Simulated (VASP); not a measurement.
Wanted: the native input for a VASP 6.6.1 run.

```yaml
Task: single point
Functional: PBE
Potentials_or_basis: VASP PAW PBE potentials, release 64 (Cs_sv, Ba_sv, P)
Cutoff: 520 eV
k_mesh: 6 × 6 × 2
Occupations: gaussian, width 0.1 eV
Spin: no spin polarisation
Dipole_correction: no
Further_INCAR_settings: ALGO = Normal; EDIFF = 1e-06; NBANDS = 27
```

The structure of Cs2BaP2 lies in POSCAR:

```
Cs2BaP2
1.0
    5.3724206060      0.0000000000      0.0000000000
   -2.6862103030      4.6526527246      0.0000000000
    0.0000000000      0.0000000000      8.3006486940
Cs Ba P
2 1 2
Direct
    0.3333333333      0.6666666667      0.3373984705
    0.6666666667      0.3333333333      0.6626015295
    0.0000000000      0.0000000000      0.0000000000
    0.3333333333      0.6666666667      0.8483399286
    0.6666666667      0.3333333333      0.1516600714
```

These files were run (other wordings do the same):

INCAR

```
SYSTEM = Cs2BaP2
PREC     = Accurate       ! precision mode
ENCUT    = 520            ! plane-wave cutoff, eV
EDIFF    = 1E-6           ! SCF threshold, eV
ISMEAR   = 0              ! smearing method
SIGMA    = 0.1            ! smearing width, eV
LREAL    = .False.        ! projectors in reciprocal space
LASPH    = .True.         ! aspherical terms in the spheres
NELM     = 100            ! most SCF steps
ALGO     = Normal         ! electronic algorithm
ISIF     = 2              ! what is computed and relaxed
LWAVE    = .False.        ! write WAVECAR
LCHARG   = .False.        ! write CHGCAR
GGA      = PE             ! functional
NBANDS   = 27             ! bands
```

KPOINTS

```
Automatic mesh
0
Gamma
  6 6 2
  0 0 0
```

Potentials or basis: VASP PAW PBE potentials, release 64 (Cs_sv, Ba_sv, P).

Command:

```bash
$ cat potpaw_PBE.64/Cs_sv/POTCAR potpaw_PBE.64/Ba_sv/POTCAR potpaw_PBE.64/P/POTCAR > POTCAR
$ mpirun -np 1 vasp_std > vasp.out
```

Results of the run:

```json
{
 "Pressure": "0.3 GPa",
 "Largest force": "0.033 eV/Å",
 "Band gap on the k mesh": "zero (bands 19 and 20 overlap by 0.14 eV)"
}
```

Caveat: the k points lie up to 0.38 Å⁻¹ apart; spin-orbit coupling is left out, which moves the levels of the heavy elements.

It took 110 s on 1 thread of Intel(R) Xeon(R) Platinum 8488C (Sapphire Rapids) (shared host), peak memory 0.34 GiB.
